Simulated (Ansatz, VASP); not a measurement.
## One calculation of BeTe, two programs

```xyz
2
Lattice="0.0000 2.8286 2.8286 2.8286 0.0000 2.8286 2.8286 2.8286 0.0000" Properties=species:S:1:pos:R:3 pbc="T T T"
Be    0.0000    0.0000    0.0000
Te    1.4143    1.4143    1.4143
```

Alike in both runs: task single point; functional PBE-based screened hybrid; k mesh 4 × 4 × 4; no spin polarisation.

|  | VASP | Ansatz |
| --- | --- | --- |
| version | VASP 6.6.1 | Ansatz 0.2.0 |
| potentials or method | VASP PAW PBE potentials, release 64 (Be, Te) | plane waves |
| plane-wave cutoff (eV) | 520 | 420 |
| occupations | gaussian, width 0.01 eV | fixed |
| valence electrons in the cell | 8 | 18 |

VASP gave:

- gap on the k mesh at the Fermi level (eV): 2.73
- pressure (GPa): -0.9

Question: Estimate Ansatz's values.

Answer: gap on the k mesh at the Fermi level (eV): 2.75; pressure (GPa): -0.6.

VASP's potentials were made for PBE, not for PBE-based screened hybrid. VASP's potentials hold 8 valence electrons a cell and Ansatz's 18, so a difference there can come from the potentials and not from the codes. Ansatz's warnings: stress exchange threshold loose, stress scf threshold loose.

The k mesh is coarse, so the values compare programs but aren't converged. Spin-orbit coupling is off throughout.
